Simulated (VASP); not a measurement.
# Mg7VO8 (Fm-3m) in VASP: single point with PBEsol+U

Aim: the single point of Mg7VO8 with PBEsol+U.

Everything below comes from runs of VASP 6.6.1. Logs are shortened: lines on timing, memory, paths and dates and some standing lists are left out, and cuts for length are marked.

## (1) The cell of the first run

It takes space group Fm-3m (No. 225, cubic). The conventional cell has a = 8.427 Å, b = 8.427 Å, c = 8.427 Å, α = 90.00°, β = 90.00°, γ = 90.00°. V (site symmetry m-3m) has 6 O at 2.14 Å within 2.8 Å. Mg (site symmetry mmm) has 6 O at 2.11 Å within 2.8 Å. Within 2.8 Å of Mg (site symmetry m-3m) lie 6 O at 2.08 Å. Within 2.8 Å of O (site symmetry -43m) lie 6 Mg at 2.11 Å. Within 2.8 Å of O (site symmetry 4mm) lie 5 Mg at 2.08 to 2.11 Å and 1 V at 2.14 Å.

## (2) Single point, PBEsol+U, collinear spin, ferromagnetic start

Input file INCAR:

```
  ALGO = Normal
  EDIFF = 1E-7
  ENCUT = 520
  GGA = PS
  ISIF = 2
  ISMEAR = 0
  ISPIN = 2
  LASPH = True
  LCHARG = False
  LDAU = True
  LDAUJ = 0 0 0
  LDAUL = 2 -1 -1
  LDAUPRINT = 1
  LDAUTYPE = 2
  LDAUU = 3 0 0
  LMAXMIX = 4
  LORBIT = 11
  LREAL = Auto
  LWAVE = False
  MAGMOM = 0.81 0 0 0 0 0 0 0 0 -0.01 0.02 -0.01 -0.01 0.02 -0.01 0
  NBANDS = 56
  NELM = 150
  PREC = Accurate
  SIGMA = 0.05
```

Input file KPOINTS:

```
k-points
0
Gamma
  4 4 4
```

Input file POSCAR:

```
Mg7VO8
1.0
    0.0000000000      4.2136000000      4.2136000000
    4.2136000000      0.0000000000      4.2136000000
    4.2136000000      4.2136000000      0.0000000000
V Mg O
1 7 8
Direct
    0.0000000000      1.0000000000      1.0000000000
    0.0000000000      0.0000000000      0.5000000000
    0.0000000000      0.5000000000      0.0000000000
    0.0000000000      0.5000000000      0.5000000000
    0.5000000000      0.0000000000      0.0000000000
    0.5000000000      0.0000000000      0.5000000000
    0.5000000000      0.5000000000      0.0000000000
    0.5000000000      0.5000000000      0.5000000000
    0.2500000000      0.2500000000      0.2500000000
    0.2535382166      0.2535382166      0.7464617834
    0.2535382166      0.7464617834      0.2535382166
    0.2535382166      0.7464617834      0.7464617834
    0.7464617834      0.2535382166      0.2535382166
    0.7464617834      0.2535382166      0.7464617834
    0.7464617834      0.7464617834      0.2535382166
    0.7500000000      0.7500000000      0.7500000000
```

Potentials or basis: VASP PAW PBE potentials, release 64 (V_sv, Mg, O).

Run with:

```bash
$ cat potpaw_PBE.64/V_sv/POTCAR potpaw_PBE.64/Mg/POTCAR potpaw_PBE.64/O/POTCAR > POTCAR
$ mpirun -np 1 vasp_std > vasp.out
```

OUTCAR:

```text
EDIFF = 1E-7
   ENCUT = 520
   GGA = PS
   ISIF = 2
   ISMEAR = 0
   ISPIN = 2
   LASPH = True
   LORBIT = 11
   LREAL = Auto
   NELM = 150
   PREC = Accurate

 ion  position               nearest neighbor table
   1  0.000  0.000  0.000-  10 2.14  11 2.14  12 2.14  13 2.14  14 2.14  15 2.14   2 2.98   3 2.98
                             5 2.98   2 2.98   4 2.98   6 2.98   3 2.98   4 2.98   7 2.98   5 2.98
   2  0.000  0.000  0.500-   9 2.11  16 2.11  12 2.11  13 2.11  14 2.11  11 2.11   1 2.98   4 2.98
                             6 2.98   1 2.98   3 2.98   5 2.98   3 2.98   4 2.98   8 2.98   5 2.98
   3  0.000  0.500  0.000-   9 2.11  16 2.11  12 2.11  13 2.11  15 2.11  10 2.11   1 2.98   4 2.98
                             7 2.98   2 2.98   4 2.98   8 2.98   1 2.98   2 2.98   5 2.98   5 2.98
   4  0.000  0.500  0.500-   9 2.11  16 2.11  11 2.11  14 2.11  15 2.11  10 2.11   2 2.98   3 2.98
                             8 2.98   1 2.98   3 2.98   7 2.98   1 2.98   2 2.98   6 2.98   6 2.98
   5  0.500  0.000  0.000-   9 2.11  16 2.11  11 2.11  14 2.11  15 2.11  10 2.11   1 2.98   6 2.98
                             7 2.98   2 2.98   6 2.98   8 2.98   3 2.98   7 2.98   8 2.98   1 2.98
   6  0.500  0.000  0.500-   9 2.11  16 2.11  12 2.11  13 2.11  15 2.11  10 2.11   2 2.98   5 2.98
                             8 2.98   1 2.98   5 2.98   7 2.98   4 2.98   7 2.98   8 2.98   1 2.98
   7  0.500  0.500  0.000-   9 2.11  16 2.11  12 2.11  13 2.11  14 2.11  11 2.11   3 2.98   5 2.98
                             8 2.98   4 2.98   6 2.98   8 2.98   1 2.98   5 2.98   6 2.98   1 2.98
   8  0.500  0.500  0.500-  10 2.08  11 2.08  12 2.08  13 2.08  14 2.08  15 2.08   4 2.98   6 2.98
                             7 2.98   3 2.98   5 2.98   7 2.98   2 2.98   5 2.98   6 2.98   2 2.98
   9  0.250  0.250  0.250-   2 2.11   3 2.11   4 2.11   5 2.11   6 2.11   7 2.11
  10  0.254  0.254  0.746-   8 2.08   4 2.11   5 2.11   6 2.11   3 2.11   1 2.14
  11  0.254  0.746  0.254-   8 2.08   4 2.11   5 2.11   7 2.11   2 2.11   1 2.14
  12  0.254  0.746  0.746-   8 2.08   3 2.11   6 2.11   7 2.11   2 2.11   1 2.14
  13  0.746  0.254  0.254-   8 2.08   3 2.11   6 2.11   7 2.11   2 2.11   1 2.14
  14  0.746  0.254  0.746-   8 2.08   4 2.11   5 2.11   7 2.11   2 2.11   1 2.14
  15  0.746  0.746  0.254-   8 2.08   4 2.11   5 2.11   6 2.11   3 2.11   1 2.14
  16  0.750  0.750  0.750-   2 2.11   3 2.11   4 2.11   5 2.11   6 2.11   7 2.11

  LATTYP: Found a face centered cubic cell.
 ALAT       =     8.4272000000

  Lattice vectors:

 A1 = (   0.0000000000,   4.2136000000,   4.2136000000)
 A2 = (   4.2136000000,   0.0000000000,   4.2136000000)
 A3 = (   4.2136000000,   4.2136000000,   0.0000000000)

Analysis of symmetry for initial positions (statically):
=====================================================================
 Subroutine PRICEL returns:
 Original cell was already a primitive cell.

 Routine SETGRP: Setting up the symmetry group for a
 face centered cubic supercell.

 Subroutine GETGRP returns: Found 48 space group operations
 (whereof 48 operations were pure point group operations)
 out of a pool of 48 trial point group operations.

The static configuration has the point symmetry O_h .

Analysis of symmetry for dynamics (positions and initial velocities):
=====================================================================
 Subroutine PRICEL returns:
 Original cell was already a primitive cell.

 Routine SETGRP: Setting up the symmetry group for a
 face centered cubic supercell.

 Subroutine GETGRP returns: Found 48 space group operations
 (whereof 48 operations were pure point group operations)
 out of a pool of 48 trial point group operations.

The dynamic configuration has the point symmetry O_h .

Analysis of structural, dynamic, and magnetic symmetry:
=====================================================================
 Subroutine PRICEL returns:
 Original cell was already a primitive cell.

 Routine SETGRP: Setting up the symmetry group for a
 face centered cubic supercell.

 Subroutine GETGRP returns: Found 16 space group operations
 (whereof 16 operations were pure point group operations)
 out of a pool of 48 trial point group operations.

The overall configuration has the point symmetry D_4h.

 Subroutine INISYM returns: Found 16 space group operations
 (whereof 16 operations are pure point group operations),
 and found     1 'primitive' translations

[... 158 lines left out ...]

  0.8777  0.0000  0.0000 -0.0000  0.0000
  0.0000  0.8777 -0.0000 -0.0000  0.0000
  0.0000 -0.0000  0.1393  0.0000  0.0000
 -0.0000 -0.0000  0.0000  0.8777  0.0000
  0.0000  0.0000  0.0000  0.0000  0.1393

spin component  2

  0.0273  0.0000  0.0000  0.0000 -0.0000
  0.0000  0.0273 -0.0000 -0.0000  0.0000
  0.0000 -0.0000  0.1100 -0.0000 -0.0000
  0.0000 -0.0000 -0.0000  0.0273  0.0000
 -0.0000  0.0000 -0.0000  0.0000  0.1100

 occupancies and eigenvectors

  o =  0.0273  v =  0.0000  0.0000  0.0000  0.0000  0.0000  0.0000  0.0000  0.0000  1.0000 -0.0000      0.0000  0.0000  0.0000  0.0000  0.0000  0.0000  0.0000  0.0000  0.0000  0.0000
  o =  0.0273  v =  0.0000  0.0000  0.0000  0.0000  0.0000  1.0000  0.0000  0.0000  0.0000  0.0000      0.0000  0.0000  0.0000  0.0000  0.0000  0.0000  0.0000  0.0000  0.0000  0.0000
  o =  0.0273  v =  0.0000  0.0000  0.0000  0.0000  0.0000  0.0000 -1.0000 -0.0000  0.0000 -0.0000      0.0000  0.0000  0.0000  0.0000  0.0000  0.0000  0.0000  0.0000  0.0000  0.0000
  o =  0.1100  v =  0.0000  0.0000  0.0000  0.0000  0.0000  0.0000  0.0000 -0.5000 -0.0000 -0.8660      0.0000  0.0000  0.0000  0.0000  0.0000  0.0000  0.0000  0.0000  0.0000  0.0000
  o =  0.1100  v =  0.0000  0.0000  0.0000  0.0000  0.0000  0.0000 -0.0000  0.8660 -0.0000 -0.5000      0.0000  0.0000  0.0000  0.0000  0.0000  0.0000  0.0000  0.0000  0.0000  0.0000
  o =  0.1393  v =  0.0000 -0.0000 -0.8660  0.0000  0.5000  0.0000  0.0000  0.0000  0.0000  0.0000      0.0000  0.0000  0.0000  0.0000  0.0000  0.0000  0.0000  0.0000  0.0000  0.0000
  o =  0.1393  v =  0.0000  0.0000  0.5000  0.0000  0.8660  0.0000  0.0000  0.0000  0.0000  0.0000      0.0000  0.0000  0.0000  0.0000  0.0000  0.0000  0.0000  0.0000  0.0000  0.0000
  o =  0.8777  v =  1.0000  0.0000  0.0000  0.0000  0.0000  0.0000  0.0000  0.0000  0.0000  0.0000      0.0000  0.0000  0.0000  0.0000  0.0000  0.0000  0.0000  0.0000  0.0000  0.0000
  o =  0.8777  v =  0.0000 -1.0000  0.0000 -0.0000  0.0000  0.0000  0.0000  0.0000  0.0000  0.0000      0.0000  0.0000  0.0000  0.0000  0.0000  0.0000  0.0000  0.0000  0.0000  0.0000
  o =  0.8777  v =  0.0000  0.0000  0.0000 -1.0000  0.0000  0.0000  0.0000  0.0000  0.0000  0.0000      0.0000  0.0000  0.0000  0.0000  0.0000  0.0000  0.0000  0.0000  0.0000  0.0000

 number of electron      74.9999993 magnetization       2.9999942

 Free energy of the ion-electron system (eV)
  ---------------------------------------------------
  ext. energy  EPLUGINS =         0.00000000
  ---------------------------------------------------
  free energy    TOTEN  =      -104.08946411 eV

  energy without entropy =     -104.08946411  energy(sigma->0) =     -104.08946411

 E-fermi :   6.8099     XC(G=0): -11.5402

 val. band max:        6.4338702972   @ k =   0.5000   0.0000   0.5000
 cond. band min:       8.1680826571   @ k =   0.0000   0.0000   0.0000
 fundamental gap:      1.7342123599
 Fermi energy:         6.8098518297

 spin component 1

 k-point     1 :       0.0000    0.0000    0.0000
  band No.  band energies     occupation
      1     -57.2485      1.00000
      2     -31.3136      1.00000
      3     -31.3135      1.00000
      4     -31.3134      1.00000
      5     -13.7361      1.00000
      6     -12.4041      1.00000
[... 665 lines left out ...]
     48      14.3055      0.00000
     49      14.3527      0.00000
 Fermi energy:         6.8098518297

 spin component 2

 k-point     1 :       0.0000    0.0000    0.0000
  band No.  band energies     occupation
      1     -54.7310      1.00000
      2     -28.8260      1.00000
      3     -28.8259      1.00000
      4     -28.8259      1.00000
      5     -13.6990      1.00000
      6     -12.3858      1.00000
[... 665 lines left out ...]
     48      14.4614      0.00000
     49      14.4614      0.00000
 [bands above 49 left out]

------------------------ aborting loop because EDIFF is reached ----------------------------------------

  FORCE on cell =-STRESS in cart. coord.  units (eV):
  Direction    XX          YY          ZZ          XY          YZ          ZX
  --------------------------------------------------------------------------------------
  -------------------------------------------------------------------------------------
  Total        1.7362726      1.7362832      1.7362726      0.0000000     -0.0000000     -0.0000000
  in kB       18.5925339     18.5926477     18.5925339      0.0000000     -0.0000000     -0.0000000
  external PRESSURE =      18.5925718 kB  Pullay stress =       0.0000000 kB

 VOLUME and BASIS-vectors are now :
 -----------------------------------------------------------------------------
  energy-cutoff  :      520.00
  volume of cell :      149.62
      direct lattice vectors                 reciprocal lattice vectors
     0.000000000  4.213600000  4.213600000    -0.118663376  0.118663376  0.118663376
     4.213600000  0.000000000  4.213600000     0.118663376 -0.118663376  0.118663376
     4.213600000  4.213600000  0.000000000     0.118663376  0.118663376 -0.118663376

 POSITION                                       TOTAL-FORCE (eV/Angst)
 -----------------------------------------------------------------------------------
      0.00000      0.00000      0.00000        -0.000000      0.000000      0.000000
      2.10680      2.10680      0.00000         0.000000      0.000000     -0.000000
      2.10680      0.00000      2.10680         0.000000     -0.000000      0.000000
      4.21360      2.10680      2.10680         0.000000     -0.000000      0.000000
      0.00000      2.10680      2.10680         0.000000      0.000000     -0.000000
      2.10680      4.21360      2.10680         0.000000      0.000000     -0.000000
[... 8 lines left out ...]
      4.21360      4.21360      6.29058         0.000000      0.000000     -0.077365
      6.32040      6.32040      6.32040         0.000000     -0.000000     -0.000000
 -----------------------------------------------------------------------------------
    total drift:                               -0.000000     -0.000000     -0.000000

  FREE ENERGIE OF THE ION-ELECTRON SYSTEM (eV)
  ---------------------------------------------------
  free  energy   TOTEN  =      -104.0894641091 eV

  energy  without entropy=     -104.0894641091  energy(sigma->0) =     -104.08946411

 total charge

# of ion       s       p       d       tot
------------------------------------------
    1        2.184   6.172   3.186  11.542
    2        0.149   0.180   0.080   0.410
    3        0.149   0.180   0.080   0.410
    4        0.149   0.180   0.080   0.410
    5        0.149   0.180   0.080   0.410
    6        0.149   0.180   0.080   0.410
[... 8 lines left out ...]
   15        1.537   3.541   0.000   5.078
   16        1.537   3.540   0.000   5.077
--------------------------------------------------
tot         15.528  35.765   3.755  55.049

 magnetization (x)

# of ion       s       p       d       tot
------------------------------------------
    1        0.018   0.018   2.598   2.634
    2        0.000  -0.001   0.001   0.001
    3        0.000  -0.001   0.001   0.001
    4        0.000  -0.001   0.001   0.001
    5        0.000  -0.001   0.001   0.001
    6        0.000  -0.001   0.001   0.001
[... 8 lines left out ...]
   15       -0.001   0.008   0.000   0.008
   16       -0.000   0.000   0.000   0.000
--------------------------------------------------
tot          0.015   0.065   2.605   2.684
```

It took 5.6 min on 1 thread of Intel Xeon 6975P-C (Granite Rapids), shared host; peak memory 0.48 GiB.

Results:

| Property | Result |
| --- | --- |
| Free energy | -104.0895 eV |
| Pressure | 1.9 GPa |
| Largest force | 0.077 eV/Å |
| Band gap on the k mesh | 1.73 eV (least direct gap 2.20 eV) |
| Net moment | 3.00 μB per cell |
| Site moments | V +2.63; Mg +0.00, -0.00 (each value once); O +0.00, +0.01 (each value once) μB |
| Valence electrons inside the program's atomic spheres | V 11.54; Mg 0.41, 0.43 (each value once); O 5.08 |

Forces in eV/Å, atoms in the order of the input:
```
V    0.000  0.000  0.000
Mg   0.000  0.000  0.000
Mg   0.000  0.000  0.000
Mg   0.000  0.000  0.000
Mg   0.000  0.000  0.000
Mg   0.000  0.000  0.000
Mg   0.000  0.000  0.000
Mg   0.000  0.000  0.000
O    0.000  0.000  0.000
O    0.000  0.000  0.077
O    0.000  0.077  0.000
O   -0.077  0.000  0.000
O    0.077  0.000  0.000
O    0.000 -0.077  0.000
O    0.000  0.000 -0.077
O    0.000  0.000  0.000
```

Eigenvalues of the final occupation matrices:
| site | spin | trace | eigenvalues |
| --- | --- | --- | --- |
| site 1 d | 1 | 2.91 | 0.14 0.14 0.88 0.88 0.88 |
| site 1 d | 2 | 0.30 | 0.03 0.03 0.03 0.11 0.11 |

Caveat: the PAW data sets were made with another functional, which shifts forces and pressure a little. The state reached can hang on the start; a lower one may exist.
